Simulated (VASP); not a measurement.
# TePb3Se2 (P-3m1) in VASP: notebook

TePb3Se2 is run at these levels: PBE; tasks: single point.

Everything below comes from runs of VASP 6.6.1. Logs are shortened: lines on timing, memory, paths and dates and some standing lists are left out, and cuts for length are marked.

### Step 1. The cell of the first run

It takes space group P-3m1 (No. 164, trigonal). Conventional cell: a = 4.478 Å, b = 4.478 Å, c = 10.971 Å, α = 90.00°, β = 90.00°, γ = 120.00°. Te (site symmetry -3m) has 6 Pb at 3.26 Å within 4.3 Å. Pb (site symmetry 3m) has 3 Se at 3.12 Å and 3 Te at 3.26 Å within 4.1 Å. Within 4.1 Å of Pb (site symmetry -3m) lie 6 Se at 3.13 Å. Se (site symmetry 3m) has 6 Pb at 3.12 to 3.13 Å within 4.1 Å.

### Step 2. Single point, PBE

Contents of INCAR:

```
SYSTEM = TePb3Se2
ALGO     = Normal         ! electronic algorithm
EDIFF    = 1E-6           ! SCF threshold, eV
ENCUT    = 520            ! plane-wave cutoff, eV
GGA      = PE             ! functional
ISIF     = 2              ! what is computed and relaxed
ISMEAR   = 0              ! smearing method
LASPH    = .TRUE.         ! aspherical terms in the spheres
LCHARG   = .FALSE.        ! write CHGCAR
LREAL    = .FALSE.        ! projectors in reciprocal space
LWAVE    = .FALSE.        ! write WAVECAR
NBANDS   = 39             ! bands
NELM     = 60             ! most SCF steps
PREC     = Accurate       ! precision mode
SIGMA    = 0.1            ! smearing width, eV
```

Contents of KPOINTS:

```
k-points
0
G
  6 6 2
  0 0 0
```

Contents of POSCAR:

```
TePb3Se2
1.0
    4.4778501000      0.0000000000      0.0000000000
   -2.2389251000      3.8779320000      0.0000000000
    0.0000000000      0.0000000000     10.9713542000
Te Pb Se
1 3 2
Direct
    0.0000000000      0.0000000000      0.5000000000
    0.3333333000      0.6666667000      0.6808210000
    0.6666667000      0.3333333000      0.3191790000
    0.0000000000      0.0000000000      0.0000000000
    0.3333333000      0.6666667000      0.1602730000
    0.6666667000      0.3333333000      0.8397270000
```

Potentials or basis: VASP PAW PBE potentials, release 64 (Te, Pb_d, Se).

On the command line:

```console
$ cat potpaw_PBE.64/Te/POTCAR potpaw_PBE.64/Pb_d/POTCAR potpaw_PBE.64/Se/POTCAR > POTCAR
$ mpirun -np 1 vasp_std > vasp.out
```

OUTCAR:

```text
SYSTEM = TePb3Se2
   EDIFF = 1E-6
   ENCUT = 520
   GGA = PE
   ISIF = 2
   ISMEAR = 0
   LASPH = .TRUE.
   LREAL = .FALSE.
   NELM = 60
   PREC = Accurate

 ion  position               nearest neighbor table
   1  0.000  0.000  0.500-   2 3.26   3 3.26   3 3.26   2 3.26   3 3.26   2 3.26
   2  0.333  0.667  0.681-   6 3.12   6 3.12   6 3.12   1 3.26   1 3.26   1 3.26
   3  0.667  0.333  0.319-   5 3.12   5 3.12   5 3.12   1 3.26   1 3.26   1 3.26
   4  0.000  0.000  0.000-   5 3.13   6 3.13   6 3.13   5 3.13   6 3.13   5 3.13
   5  0.333  0.667  0.160-   3 3.12   3 3.12   3 3.12   4 3.13   4 3.13   4 3.13
   6  0.667  0.333  0.840-   2 3.12   2 3.12   2 3.12   4 3.13   4 3.13   4 3.13

  LATTYP: Found a hexagonal cell.
 ALAT       =     4.4778501000
 C/A-ratio  =     2.4501387842

  Lattice vectors:

 A1 = (   4.4778501000,   0.0000000000,   0.0000000000)
 A2 = (  -2.2389251000,   3.8779320000,   0.0000000000)
 A3 = (   0.0000000000,   0.0000000000,  10.9713542000)

Analysis of symmetry for initial positions (statically):
=====================================================================
 Subroutine PRICEL returns:
 Original cell was already a primitive cell.

 Routine SETGRP: Setting up the symmetry group for a
 hexagonal supercell.

 Subroutine GETGRP returns: Found 12 space group operations
 (whereof 12 operations were pure point group operations)
 out of a pool of 24 trial point group operations.

The static configuration has the point symmetry D_3d.

Analysis of symmetry for dynamics (positions and initial velocities):
=====================================================================
 Subroutine PRICEL returns:
 Original cell was already a primitive cell.

 Routine SETGRP: Setting up the symmetry group for a
 hexagonal supercell.

 Subroutine GETGRP returns: Found 12 space group operations
 (whereof 12 operations were pure point group operations)
 out of a pool of 24 trial point group operations.

The dynamic configuration has the point symmetry D_3d.

 Subroutine INISYM returns: Found 12 space group operations
 (whereof 12 operations are pure point group operations),
 and found     1 'primitive' translations

----------------------------------------------------------------------------------------

                                     Primitive cell

  volume of cell :     190.5154

  direct lattice vectors                    reciprocal lattice vectors
     4.477850100  0.000000000  0.000000000     0.223321455  0.128934703  0.000000000
    -2.238925100  3.877932000  0.000000000     0.000000000  0.257869400  0.000000000
     0.000000000  0.000000000 10.971354200     0.000000000  0.000000000  0.091146451

  length of vectors
     4.477850100  4.477850176 10.971354200     0.257869405  0.257869400  0.091146451

  position of ions in fractional coordinates (direct lattice)
     0.000000000  0.000000000  0.500000000
     0.333333300  0.666666700  0.680821000
     0.666666700  0.333333300  0.319179000
     0.000000000  0.000000000  0.000000000
     0.333333300  0.666666700  0.160273000
     0.666666700  0.333333300  0.839727000

  ion indices of the primitive-cell ions
   primitive index   ion index
                 1           1
                 2           2
                 3           3
                 4           4
                 5           5
                 6           6

----------------------------------------------------------------------------------------

 KPOINTS: k-points

Automatic generation of k-mesh.
 Grid dimensions read from file:
 generate k-points for:    6    6    2

 Generating k-lattice:

  Cartesian coordinates                     Fractional coordinates (reciprocal lattice)
     0.037220243  0.021489117  0.000000000     0.166666667  0.000000000  0.000000000
     0.000000000  0.042978233  0.000000000     0.000000000  0.166666667  0.000000000
     0.000000000  0.000000000  0.045573226     0.000000000  0.000000000  0.500000000

  Length of vectors
     0.042978234  0.042978233  0.045573226

  Shift w.r.t. Gamma in fractional coordinates (k-lattice)
     0.000000000  0.000000000  0.000000000

 Subroutine IBZKPT returns following result:
 ===========================================

 Found     14 irreducible k-points:

 Following reciprocal coordinates:
            Coordinates               Weight
  0.000000  0.000000  0.000000      1.000000
  0.166667 -0.000000  0.000000      6.000000
  0.333333  0.000000  0.000000      6.000000
  0.500000  0.000000  0.000000      3.000000
  0.166667  0.166667  0.000000      6.000000
  0.333333  0.166667  0.000000     12.000000
  0.333333  0.333333  0.000000      2.000000
  0.000000  0.000000  0.500000      1.000000
  0.166667 -0.000000  0.500000      6.000000
  0.333333  0.000000  0.500000      6.000000
  0.500000  0.000000  0.500000      3.000000
  0.166667  0.166667  0.500000      6.000000
  0.333333  0.166667  0.500000     12.000000
  0.333333  0.333333  0.500000      2.000000
   k-points           NKPTS =     14   k-points in BZ     NKDIM =     14   number of bands    NBANDS=     39
   number of dos      NEDOS =    301   number of ions     NIONS =      6
   total plane-waves  NPLWV = 108864
   dimension x,y,z NGX =    36 NGY =   36 NGZ =   84
   dimension x,y,z NGXF=    72 NGYF=   72 NGZF=  168
   ions per type =               1   3   2
   NGX,Y,Z   is equivalent  to a cutoff of  13.37, 13.37, 12.73 a.u.
   NGXF,Y,Z  is equivalent  to a cutoff of  26.73, 26.73, 25.46 a.u.
 SYSTEM =  TePb3Se2
   PREC   = accura    normal or accurate (medium, high low for compatibility)
   ISTART =      0    job   : 0-new  1-cont  2-samecut
   ICHARG =      2    charge: 1-file 2-atom 10-const
   ISPIN  =      1    spin polarized calculation?
   LNONCOLLINEAR =      F non collinear calculations
   LSORBIT =      F    spin-orbit coupling
   LASPH  =      T    aspherical Exc in radial PAW
   ENCUT  =  520.0 eV  38.22 Ry    6.18 a.u.   8.33  8.33 20.40*2*pi/ulx,y,z
   NELM   =     60;   NELMIN=  2; NELMDL= -5     # of ELM steps
   EDIFF  = 0.1E-05   stopping-criterion for ELM
   LREAL  =      F    real-space projection
[... 7 lines left out ...]
   TEBEG  =    0.0;   TEEND  =   0.0 temperature during run
   PSTRESS=    0.0 pullay stress
   NELECT =      60.0000    total number of electrons
   NUPDOWN=      -1.0000    fix difference up-down
   EMIN   =  10.00;   EMAX   =-10.00  energy-range for DOS
   EFERMI =   0.00;   METHOD = LEGACY
   ISMEAR =     0;   SIGMA  =   0.10  broadening in eV -4-tet -1-fermi 0-gaus
   EFERMI_NEDOS =   21; number of points for ismear=-14 and -15
   IALGO  =     38    algorithm
   IMIX   =      4    mixing-type and parameters
     AMIX     =   0.40;   BMIX     =  1.00
     AMIX_MAG =   1.60;   BMIX_MAG =  1.00
  volume/ion in A,a.u.               =      31.75       214.28
  Fermi-wavevector in a.u.,A,eV,Ry     =   1.113821  2.104816 16.879339  1.240596
  Thomas-Fermi vector in A             =   2.250409
   LORBIT       =      0    0 simple, 1 ext, 2 COOP (PROOUT), +10 PAW based schemes
   GGA     = PE    functional components
   LHFCALC =     F    Hartree Fock is set to
   AEXX    =    0.0000 exact exchange contribution
   IVDW    =     0    specifies the selected vdW correction
   LEPSILON=     F    determine dielectric tensor
   LRPA    =     F    only Hartree local field effects (RPA)
 non-spin polarized calculation
 Gauss-broadening in eV      SIGMA  =   0.10
  energy-cutoff  :      520.00
  volume of cell :      190.52
 maximum number of plane-waves:      5158
 NGX is ok and might be reduce to    36
   NGX = 17   NGY = 17   NGZ = 41

 number of electron      60.0000006 magnetization

 Free energy of the ion-electron system (eV)
  ---------------------------------------------------
  ext. energy  EPLUGINS =         0.00000000
  ---------------------------------------------------
  free energy    TOTEN  =       -23.87446986 eV

  energy without entropy =      -23.87446847  energy(sigma->0) =      -23.87446916

 E-fermi :   4.9659     XC(G=0):  -9.2440

 val. band max:        4.6805117294   @ k =   0.0000   0.0000   0.5000
 cond. band min:       5.2514743134   @ k =   0.5000   0.0000   0.5000
 fundamental gap:      0.5709625840
 Fermi energy:         4.9658629676

 k-point     1 :       0.0000    0.0000    0.0000
  band No.  band energies     occupation
      1     -12.0442      2.00000
      2     -12.0429      2.00000
      3     -12.0429      2.00000
      4     -12.0321      2.00000
      5     -12.0321      2.00000
      6     -12.0171      2.00000
[... 31 lines left out ...]
     38       9.1187      0.00000
     39       9.1364      0.00000

 k-point     2 :       0.1667   -0.0000    0.0000
  band No.  band energies     occupation
      1     -12.0563      2.00000
      2     -12.0419      2.00000
      3     -12.0411      2.00000
      4     -12.0334      2.00000
      5     -12.0290      2.00000
      6     -12.0244      2.00000
[... 31 lines left out ...]
     38       8.6269      0.00000
     39       8.8353      0.00000

 k-point     3 :       0.3333    0.0000    0.0000
  band No.  band energies     occupation
      1     -12.0871      2.00000
      2     -12.0444      2.00000
      3     -12.0427      2.00000
      4     -12.0360      2.00000
      5     -12.0329      2.00000
      6     -12.0250      2.00000
[... 31 lines left out ...]
     38       9.4438      0.00000
     39       9.4793      0.00000

 k-point     4 :       0.5000    0.0000    0.0000
  band No.  band energies     occupation
      1     -12.1033      2.00000
      2     -12.0465      2.00000
      3     -12.0442      2.00000
      4     -12.0401      2.00000
      5     -12.0389      2.00000
      6     -12.0246      2.00000
[... 31 lines left out ...]
     38      10.0589      0.00000
     39      10.0731      0.00000
[... 334 lines left out ...]
     38       9.0586      0.00000
     39       9.3734      0.00000

 k-point    13 :       0.3333    0.1667    0.5000
  band No.  band energies     occupation
      1     -12.0895      2.00000
      2     -12.0608      2.00000
      3     -12.0416      2.00000
      4     -12.0385      2.00000
      5     -12.0301      2.00000
      6     -12.0206      2.00000
[... 31 lines left out ...]
     38       9.3585      0.00000
     39      10.0127      0.00000

 k-point    14 :       0.3333    0.3333    0.5000
  band No.  band energies     occupation
      1     -12.0780      2.00000
      2     -12.0780      2.00000
      3     -12.0358      2.00000
      4     -12.0336      2.00000
      5     -12.0241      2.00000
      6     -12.0241      2.00000
[... 31 lines left out ...]
     38       9.5294      0.00000
     39       9.5294      0.00000

------------------------ aborting loop because EDIFF is reached ----------------------------------------

  FORCE on cell =-STRESS in cart. coord.  units (eV):
  Direction    XX          YY          ZZ          XY          YZ          ZX
  --------------------------------------------------------------------------------------
  -------------------------------------------------------------------------------------
  Total       -0.0105623     -0.0105623      0.0161929      0.0000000      0.0000000      0.0000000
  in kB       -0.0888255     -0.0888255      0.1361777      0.0000000      0.0000000      0.0000000
  external PRESSURE =      -0.0138244 kB  Pullay stress =       0.0000000 kB

 VOLUME and BASIS-vectors are now :
 -----------------------------------------------------------------------------
  energy-cutoff  :      520.00
  volume of cell :      190.52
      direct lattice vectors                 reciprocal lattice vectors
     4.477850100  0.000000000  0.000000000     0.223321455  0.128934703  0.000000000
    -2.238925100  3.877932000  0.000000000     0.000000000  0.257869400  0.000000000
     0.000000000  0.000000000 10.971354200     0.000000000  0.000000000  0.091146451

 POSITION                                       TOTAL-FORCE (eV/Angst)
 -----------------------------------------------------------------------------------
      0.00000      0.00000      5.48568        -0.000000      0.000000      0.000000
     -0.00000      2.58529      7.46953        -0.000000      0.000000     -0.015453
      2.23893      1.29264      3.50183         0.000000     -0.000000      0.015453
      0.00000      0.00000      0.00000        -0.000000      0.000000      0.000000
     -0.00000      2.58529      1.75841         0.000000     -0.000000     -0.010408
      2.23893      1.29264      9.21294        -0.000000      0.000000      0.010408
 -----------------------------------------------------------------------------------
    total drift:                                0.000000     -0.000000      0.000000

  FREE ENERGIE OF THE ION-ELECTRON SYSTEM (eV)
  ---------------------------------------------------
  free  energy   TOTEN  =       -23.8744698631 eV

  energy  without entropy=      -23.8744684658  energy(sigma->0) =      -23.87446916
```

It took 43 s on 1 thread of Intel Xeon 6975P-C (Granite Rapids), shared host; peak memory 0.36 GiB.

What came out:

```
Free energy            : -23.8745 eV
Pressure               : 0.0 GPa
Largest force          : 0.015 eV/Å
Band gap on the k mesh : 0.57 eV (least direct gap 0.58 eV)
```

Forces in eV/Å, atoms in the order of the input:
```
Te   0.000  0.000  0.000
Pb   0.000  0.000 -0.015
Pb   0.000  0.000  0.015
Pb   0.000  0.000  0.000
Se   0.000  0.000 -0.010
Se   0.000  0.000  0.010
```

Caveat: spin-orbit coupling is left out, which moves the levels of the heavy elements.

(Part 1 of 2 ends here.)
